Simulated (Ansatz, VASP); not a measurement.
**O in VASP and in Ansatz**

```
O
1.0
     7.21765    0.00000    0.00000
     0.00000    7.21765    0.00000
     0.00000    0.00000    7.21765
O
20
Direct
  0.51750 0.59172 0.47113
  0.55765 0.44999 0.39390
  0.68319 0.69852 0.89088
  0.76236 0.57597 0.81117
  0.32040 0.43886 0.01399
  0.38933 0.40743 0.86581
  0.37233 0.97777 0.53548
  0.34790 0.01006 0.37411
  0.74165 0.09303 0.28857
  0.71902 0.93784 0.23305
  0.99193 0.85391 0.55860
  0.00262 0.89174 0.72018
  0.73213 0.16732 0.87771
  0.70552 0.16753 0.71352
  0.16689 0.35429 0.49900
  0.06982 0.43103 0.61010
  0.32613 0.84610 0.98517
  0.36056 0.00689 0.95946
  0.91091 0.56782 0.23154
  0.03846 0.67046 0.20217
```

Alike in both runs: functional LDA; k mesh 1 × 1 × 1; occupations fermi-dirac, width 0.05 eV; collinear spin.

Ansatz relaxed the structure, and its values are those at the end. VASP's run is a single point on that final structure, the one shown.

```csv
,VASP,Ansatz
version,VASP 6.6.1,Ansatz 0.2.0
potentials or method,"VASP PAW LDA potentials, release 64 (O), cutoff 520 eV","scalar-relativistic, plane waves, PAW"
valence electrons in the cell,120,120
```

|  | VASP | Ansatz | Ansatz less VASP |
| --- | --- | --- | --- |
| rms of the force components (eV/Å) | 1.018 | 0.005 | -1.0132 |
| net moment per atom (μB) | 1.00 | 1.00 | 0.000 |
| size of the moment on the site where the two differ most (μB) | 0.81 | 0.55 | -0.258 |

LDA's correlation is that of Perdew and Zunger in VASP and of Perdew and Wang (1992) in Ansatz. Site moments also hang on the region over which each program counts them. One of these differences is far larger than is usual between the two programs; its cause wasn't traced.

Noted on VASP's run: the standard files for N, O and F lose accuracy on very short bonds.
